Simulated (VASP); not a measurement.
# Ni (Fm-3m) in VASP: notebook

The runs below take Ni through single point, relaxation of cell and atoms, with LDA.

All numbers are computed with VASP 6.6.1; they aren't measurements. Logs are shortened: lines on timing, memory, paths and dates and some standing lists are left out, and cuts for length are marked.

## Step 1: The cell of the first run

The structure is cubic, space group Fm-3m (No. 225). Conventional cell: a = 3.423 Å, b = 3.423 Å, c = 3.423 Å, α = 90.00°, β = 90.00°, γ = 90.00°. Within 3.2 Å of Ni (site symmetry m-3m) lie 12 Ni at 2.42 Å.

## Step 2: Single point, LDA, collinear spin, ferromagnetic start

INCAR reads:

```
SYSTEM = Ni
ALGO = Normal
EDIFF = 1E-6
ENCUT = 520
GGA = CA
ISIF = 2
ISMEAR = 1
ISPIN = 2
LASPH = .True.
LCHARG = .True.
LELF = .True.
LMAXMIX = 4
LORBIT = 11
LREAL = .False.
LVHAR = .True.
LWAVE = .False.
MAGMOM = 0.65
NBANDS = 15
NELM = 150
PREC = Accurate
SIGMA = 0.1
```

KPOINTS reads:

```
k-points
0
Gamma
  18 18 18
  0 0 0
```

POSCAR reads:

```
Ni
1.0
    0.0000000000      1.7115672395      1.7115672395
    1.7115672395      0.0000000000      1.7115672395
    1.7115672395      1.7115672395      0.0000000000
Ni
1
Direct
    0.0000000000      0.0000000000      0.0000000000
```

Potentials or basis: VASP PAW LDA potentials, release 64 (Ni).

Command:

```
$ cat potpaw_LDA.64/Ni/POTCAR > POTCAR
$ mpirun -np 1 vasp_std > vasp.out
```

OUTCAR:

```text
SYSTEM = Ni
   EDIFF = 1E-6
   ENCUT = 520
   GGA = CA
   ISIF = 2
   ISMEAR = 1
   ISPIN = 2
   LASPH = .True.
   LORBIT = 11
   LREAL = .False.
   NELM = 150
   PREC = Accurate

 ion  position               nearest neighbor table
   1  0.000  0.000  0.000-

  LATTYP: Found a face centered cubic cell.
 ALAT       =     3.4231344790

  Lattice vectors:

 A1 = (   0.0000000000,   1.7115672395,   1.7115672395)
 A2 = (   1.7115672395,   0.0000000000,   1.7115672395)
 A3 = (   1.7115672395,   1.7115672395,   0.0000000000)

Analysis of symmetry for initial positions (statically):
=====================================================================
 Subroutine PRICEL returns:
 Original cell was already a primitive cell.

 Routine SETGRP: Setting up the symmetry group for a
 face centered cubic supercell.

 Subroutine GETGRP returns: Found 48 space group operations
 (whereof 48 operations were pure point group operations)
 out of a pool of 48 trial point group operations.

The static configuration has the point symmetry O_h .

Analysis of symmetry for dynamics (positions and initial velocities):
=====================================================================
 Subroutine PRICEL returns:
 Original cell was already a primitive cell.

 Routine SETGRP: Setting up the symmetry group for a
 face centered cubic supercell.

 Subroutine GETGRP returns: Found 48 space group operations
 (whereof 48 operations were pure point group operations)
 out of a pool of 48 trial point group operations.

The dynamic configuration has the point symmetry O_h .

Analysis of structural, dynamic, and magnetic symmetry:
=====================================================================
 Subroutine PRICEL returns:
 Original cell was already a primitive cell.

 Routine SETGRP: Setting up the symmetry group for a
 face centered cubic supercell.

 Subroutine GETGRP returns: Found 48 space group operations
 (whereof 48 operations were pure point group operations)
 out of a pool of 48 trial point group operations.

The overall configuration has the point symmetry O_h .

 Subroutine INISYM returns: Found 48 space group operations
 (whereof 48 operations are pure point group operations),
 and found     1 'primitive' translations

----------------------------------------------------------------------------------------

                                     Primitive cell

  volume of cell :      10.0279

  direct lattice vectors                    reciprocal lattice vectors
     0.000000000  1.711567239  1.711567239    -0.292129920  0.292129920  0.292129920
     1.711567239  0.000000000  1.711567239     0.292129920 -0.292129920  0.292129920
     1.711567239  1.711567239  0.000000000     0.292129920  0.292129920 -0.292129920

  length of vectors
     2.420521603  2.420521603  2.420521603     0.505983863  0.505983863  0.505983863

  position of ions in fractional coordinates (direct lattice)
     0.000000000  0.000000000  0.000000000

  ion indices of the primitive-cell ions
   primitive index   ion index
                 1           1

----------------------------------------------------------------------------------------

 KPOINTS: k-points

Automatic generation of k-mesh.
 Grid dimensions read from file:
 generate k-points for:   18   18   18

 Generating k-lattice:

  Cartesian coordinates                     Fractional coordinates (reciprocal lattice)
    -0.016229440  0.016229440  0.016229440     0.055555556  0.000000000  0.000000000
     0.016229440 -0.016229440  0.016229440     0.000000000  0.055555556  0.000000000
     0.016229440  0.016229440 -0.016229440     0.000000000  0.000000000  0.055555556

  Length of vectors
     0.028110215  0.028110215  0.028110215

  Shift w.r.t. Gamma in fractional coordinates (k-lattice)
     0.000000000  0.000000000  0.000000000

 Subroutine IBZKPT returns following result:
 ===========================================

 Found    195 irreducible k-points:

 Following reciprocal coordinates:
            Coordinates               Weight
  0.000000  0.000000  0.000000      1.000000
  0.055556  0.000000  0.000000      8.000000
  0.111111  0.000000  0.000000      8.000000
  0.166667  0.000000  0.000000      8.000000
  0.222222  0.000000  0.000000      8.000000
  0.277778  0.000000  0.000000      8.000000
[... 16 lines left out ...]
 -0.277778  0.055556  0.000000     24.000000
 -0.222222  0.055556  0.000000     24.000000
 [... further k-points ...]
   k-points           NKPTS =    195   k-points in BZ     NKDIM =    195   number of bands    NBANDS=     15
   number of dos      NEDOS =    301   number of ions     NIONS =      1
   total plane-waves  NPLWV =   5832
   dimension x,y,z NGX =    18 NGY =   18 NGZ =   18
   dimension x,y,z NGXF=    36 NGYF=   36 NGZF=   36
   ions per type =               1
   NGX,Y,Z   is equivalent  to a cutoff of  12.36, 12.36, 12.36 a.u.
   NGXF,Y,Z  is equivalent  to a cutoff of  24.73, 24.73, 24.73 a.u.
 SYSTEM =  Ni
   PREC   = accura    normal or accurate (medium, high low for compatibility)
   ISTART =      0    job   : 0-new  1-cont  2-samecut
   ICHARG =      2    charge: 1-file 2-atom 10-const
   ISPIN  =      2    spin polarized calculation?
   LNONCOLLINEAR =      F non collinear calculations
   LSORBIT =      F    spin-orbit coupling
   LASPH  =      T    aspherical Exc in radial PAW
   ENCUT  =  520.0 eV  38.22 Ry    6.18 a.u.   4.50  4.50  4.50*2*pi/ulx,y,z
   NELM   =    150;   NELMIN=  2; NELMDL= -5     # of ELM steps
   EDIFF  = 0.1E-05   stopping-criterion for ELM
   LREAL  =      F    real-space projection
   EDIFFG = 0.1E-04   stopping-criterion for IOM
   NSW    =      0    number of steps for IOM
   IBRION =     -1    ionic relax: 0-MD 1-quasi-New 2-CG
   NFREE  =      0    steps in history (QN), initial steepest desc. (CG)
   ISIF   =      2    stress and relaxation
   ISYM   =      2    0-nonsym 1-usesym 2-fastsym
   POTIM  = 0.5000    time-step for ionic-motion
   TEBEG  =    0.0;   TEEND  =   0.0 temperature during run
   PSTRESS=    0.0 pullay stress
   NELECT =      10.0000    total number of electrons
   NUPDOWN=      -1.0000    fix difference up-down
   EMIN   =  10.00;   EMAX   =-10.00  energy-range for DOS
   EFERMI =   0.00;   METHOD = LEGACY
   ISMEAR =     1;   SIGMA  =   0.10  broadening in eV -4-tet -1-fermi 0-gaus
   EFERMI_NEDOS =   21; number of points for ismear=-14 and -15
   IALGO  =     38    algorithm
   IMIX   =      4    mixing-type and parameters
     AMIX     =   0.40;   BMIX     =  1.00
     AMIX_MAG =   1.60;   BMIX_MAG =  1.00
  volume/ion in A,a.u.               =      10.03        67.67
  Fermi-wavevector in a.u.,A,eV,Ry     =   1.635577  3.090791 36.397089  2.675111
  Thomas-Fermi vector in A             =   2.727026
   LORBIT       =     11    0 simple, 1 ext, 2 COOP (PROOUT), +10 PAW based schemes
   GGA     = CA    functional components
   LHFCALC =     F    Hartree Fock is set to
   AEXX    =    0.0000 exact exchange contribution
   IVDW    =     0    specifies the selected vdW correction
   LEPSILON=     F    determine dielectric tensor
   LRPA    =     F    only Hartree local field effects (RPA)
 spin polarized calculation
 Methfessel and Paxton  Order N= 1 SIGMA  =   0.10
  energy-cutoff  :      520.00
  volume of cell :       10.03
 maximum number of plane-waves:       283
 NGX is ok and might be reduce to    18
   NGX =  9   NGY =  9   NGZ =  9

 number of electron      10.0000000 magnetization       0.6500000

 number of electron       9.9999991 magnetization       0.5991346

 Free energy of the ion-electron system (eV)
  ---------------------------------------------------
  ext. energy  EPLUGINS =         0.00000000
  ---------------------------------------------------
  free energy    TOTEN  =        -6.58068771 eV

  energy without entropy =       -6.58095821  energy(sigma->0) =       -6.58077788

 E-fermi :  10.2374     XC(G=0): -14.1029

 val. band max:       10.2317373163   @ k =   0.4444   0.2222   0.0556
 cond. band min:      10.2408211468   @ k =  -0.3333   0.2778   0.1111
 fundamental gap:      0.0090838304
 Fermi energy:        10.2374321835

 spin component 1

 k-point     1 :       0.0000    0.0000    0.0000
  band No.  band energies     occupation
      1       0.6747      1.00000
      2       7.6651      1.00000
      3       7.6651      1.00000
      4       7.6651      1.00000
      5       8.9661      1.00000
      6       8.9661      1.00000
      7      34.6994      0.00000
      8      39.1090      0.00000
      9      39.1090      0.00000
     10      39.1090      0.00000
     11      42.3734      0.00000
     12      42.3734      0.00000
     13      42.3734      0.00000
     14      45.3392      0.00000
     15      52.2900      0.00000

 k-point     2 :       0.0556    0.0000    0.0000
  band No.  band energies     occupation
      1       0.8032      1.00000
      2       7.6287      1.00000
      3       7.6960      1.00000
      4       7.6960      1.00000
      5       8.9524      1.00000
      6       8.9524      1.00000
      7      34.3805      0.00000
      8      37.4936      0.00000
      9      38.8426      0.00000
     10      38.8426      0.00000
     11      42.7733      0.00000
     12      42.7733      0.00000
     13      43.2772      0.00000
     14      46.4053      0.00000
     15      51.0142      0.00000
[... 365 lines left out ...]
      3       7.8475      1.00000
      4       7.9142      1.00000
      5       9.0526      1.00000
      6       9.4468      1.00000
      7      23.3200      0.00000
      8      32.9478      0.00000
      9      36.1443      0.00000
     10      38.7746      0.00000
     11      40.2247      0.00000
     12      41.8859      0.00000
     13      46.0690      0.00000
     14      49.7923      0.00000
     15      52.2217      0.00000

 k-point    24 :      -0.2222    0.0556    0.0000
  band No.  band energies     occupation
      1       2.9772      1.00000
      2       7.2337      1.00000
      3       7.9119      1.00000
      4       7.9666      1.00000
      5       8.8589      1.00000
      6       9.2199      1.00000
      7      26.1064      0.00000
      8      33.3174      0.00000
      9      36.8369      0.00000
     10      39.1784      0.00000
     11      41.5847      0.00000
     12      41.8229      0.00000
     13      46.4211      0.00000
     14      47.7163      0.00000
     15      50.8289      0.00000

 [... further k-points ...]

 spin component 2

 k-point     1 :       0.0000    0.0000    0.0000
  band No.  band energies     occupation
      1       0.7237      1.00000
      2       8.2789      1.00000
      3       8.2789      1.00000
      4       8.2789      1.00000
      5       9.5259      1.00000
      6       9.5259      1.00000
      7      34.6930      0.00000
      8      39.1579      0.00000
      9      39.1579      0.00000
     10      39.1579      0.00000
     11      42.5485      0.00000
     12      42.5485      0.00000
     13      42.5485      0.00000
     14      45.3239      0.00000
     15      52.4850      0.00000

 k-point     2 :       0.0556    0.0000    0.0000
  band No.  band energies     occupation
      1       0.8523      1.00000
      2       8.2392      1.00000
      3       8.3107      1.00000
      4       8.3107      1.00000
      5       9.5115      1.00000
      6       9.5115      1.00000
      7      34.3996      0.00000
      8      37.5564      0.00000
      9      38.9111      0.00000
     10      38.9111      0.00000
     11      42.9261      0.00000
     12      42.9261      0.00000
     13      43.3841      0.00000
     14      46.4222      0.00000
     15      51.1981      0.00000
[... 365 lines left out ...]
      3       8.4161      1.00000
      4       8.4890      1.00000
      5       9.6587      1.00000
      6      10.0545      1.01334
      7      23.5357      0.00000
      8      33.0305      0.00000
      9      36.2110      0.00000
     10      38.9234      0.00000
     11      40.3347      0.00000
     12      41.9720      0.00000
     13      46.1626      0.00000
     14      49.9304      0.00000
     15      52.5322      0.00000

 k-point    24 :      -0.2222    0.0556    0.0000
  band No.  band energies     occupation
      1       3.0475      1.00000
      2       7.7785      1.00000
      3       8.4978      1.00000
      4       8.5626      1.00000
      5       9.4391      1.00000
      6       9.8126      1.00000
      7      26.2916      0.00000
      8      33.4061      0.00000
      9      36.8993      0.00000
     10      39.3119      0.00000
     11      41.6969      0.00000
     12      41.8864      0.00000
     13      46.4949      0.00000
     14      47.8711      0.00000
     15      51.0579      0.00000

 [... further k-points ...]

------------------------ aborting loop because EDIFF is reached ----------------------------------------

  FORCE on cell =-STRESS in cart. coord.  units (eV):
  Direction    XX          YY          ZZ          XY          YZ          ZX
  --------------------------------------------------------------------------------------
  -------------------------------------------------------------------------------------
  Total       -0.0025414     -0.0025414     -0.0025414      0.0000000      0.0000000     -0.0000000
  in kB       -0.4060411     -0.4060411     -0.4060411      0.0000000      0.0000000     -0.0000000
  external PRESSURE =      -0.4060411 kB  Pullay stress =       0.0000000 kB

 VOLUME and BASIS-vectors are now :
 -----------------------------------------------------------------------------
  energy-cutoff  :      520.00
  volume of cell :       10.03
      direct lattice vectors                 reciprocal lattice vectors
     0.000000000  1.711567239  1.711567239    -0.292129920  0.292129920  0.292129920
     1.711567239  0.000000000  1.711567239     0.292129920 -0.292129920  0.292129920
     1.711567239  1.711567239  0.000000000     0.292129920  0.292129920 -0.292129920

 POSITION                                       TOTAL-FORCE (eV/Angst)
 -----------------------------------------------------------------------------------
      0.00000      0.00000      0.00000         0.000000      0.000000      0.000000
 -----------------------------------------------------------------------------------
    total drift:                                0.000000     -0.000000     -0.000000

  FREE ENERGIE OF THE ION-ELECTRON SYSTEM (eV)
  ---------------------------------------------------
  free  energy   TOTEN  =        -6.5806877114 eV

  energy  without entropy=       -6.5809582120  energy(sigma->0) =       -6.58077788

 total charge

# of ion       s       p       d       tot
------------------------------------------
    1        0.536   0.573   8.367   9.476

 magnetization (x)

# of ion       s       p       d       tot
------------------------------------------
    1       -0.004  -0.018   0.621   0.599
```

It took 28 s on 1 thread of Intel Xeon 6975P-C (Granite Rapids), shared host; peak memory 0.15 GiB.

What came out:

| Quantity | Value |
| --- | --- |
| Free energy | -6.5807 eV |
| Pressure | 0.0 GPa |
| Net moment | 0.60 μB per cell |
| Site moments | Ni +0.60 μB |
| Valence electrons inside the program's atomic spheres | Ni 9.48 |

## Step 3: Relaxation of cell and atoms, LDA, collinear spin, ferromagnetic start

This run uses another cell than the first one, of 10.90 Å³/atom.

INCAR reads:

```
SYSTEM = Ni
PREC = Accurate
ENCUT = 600
EDIFF = 1E-6
ISMEAR = 1
SIGMA = 0.1
LREAL = .False.
LASPH = .True.
NELM = 150
ALGO = Fast
ISIF = 3
LWAVE = .False.
LCHARG = .False.
ISPIN = 2
MAGMOM = 0.65
LORBIT = 11
LMAXMIX = 4
GGA = CA
IBRION = 2
NSW = 80
EDIFFG = -0.005
```

KPOINTS reads:

```
Automatic mesh
0
Gamma
  18 18 18
  0 0 0
```

POSCAR reads:

```
Ni
1.0
    0.0000000000      1.7600000000      1.7600000000
    1.7600000000      0.0000000000      1.7600000000
    1.7600000000      1.7600000000      0.0000000000
Ni
1
Direct
    0.0000000000      0.0000000000      0.0000000000
```

Potentials or basis: VASP PAW LDA potentials, release 64 (Ni).

Command:

```
$ cat potpaw_LDA.64/Ni/POTCAR > POTCAR
$ mpirun -np 1 vasp_std > vasp.out
```

Run time: 1.7 min. Hardware: 1 thread of Intel Xeon 6975P-C (Granite Rapids), shared host; peak memory 0.16 GiB.

It converged, with:

- Free energy: -6.5811 eV
- Relaxed volume: 10.02 Å³/atom
- Relaxed cell: a = 2.420 Å, b = 2.420 Å, c = 2.420 Å, α = 60.00°, β = 60.00°, γ = 60.00°
- Space group after relaxing (to 0.1 Å): Fm-3m (No. 225)
- Energy gained by relaxing: 52.3 meV/atom
- Ionic steps: 11
- Pressure after relaxing: 0.1 GPa
- Net moment: 0.60 μB per cell
- Site moments: Ni +0.60 μB
- Valence electrons inside the program's atomic spheres: Ni 9.48

Step by step:
```tsv
step	energy change (eV)	largest force (eV/Å)	pressure (GPa)	volume (Å³)
1	0.0000	0.0000	-17.59	10.90
2	0.0246	0.0000	30.64	9.12
3	-0.0523	0.0000	-0.43	10.03
4	-0.0523	0.0000	0.42	10.02
5	-0.0523	0.0000	-0.66	10.05
6	-0.0523	0.0000	-0.24	10.02
7	-0.0523	0.0000	0.11	10.02
8	-0.0523	0.0000	-0.74	10.02
9	-0.0523	0.0000	0.51	10.02
10	-0.0523	0.0000	-0.28	10.02
11	-0.0523	0.0000	0.07	10.02
```

Final structure:
```
CELL_PARAMETERS angstrom
0.00000 1.71115 1.71115
1.71115 0.00000 1.71115
1.71115 1.71115 0.00000
ATOMIC_POSITIONS crystal
Ni 0.00000 0.00000 0.00000
```

Levels at points of the mesh, in eV from the Fermi level:
Spin up:
```csv
k point,band 3,band 4,band 5,band 6,band 7,band 8
"(0.00, 0.00, 0.00)",-2.58,-2.58,-1.27,-1.27,24.47,28.88
"(0.50, 0.00, 0.00)",-2.58,-0.49,-0.49,-0.41,6.33,22.95
"(0.50, 0.50, 0.00)",-0.46,-0.32,-0.32,2.51,10.04,15.55
```
Spin down:
```
           k point  band 2  band 3  band 4  band 5  band 6  band 7  band 8  band 9
(0.00, 0.00, 0.00)   -1.96   -1.96   -1.96   -0.71   -0.71   24.46   28.93   28.93
(0.50, 0.00, 0.00)   -2.03   -2.03   -0.37    0.16    0.16    6.72   22.93   26.14
(0.50, 0.50, 0.00)   -4.08    0.13    0.39    0.39    2.57   10.32   15.63   15.63
```
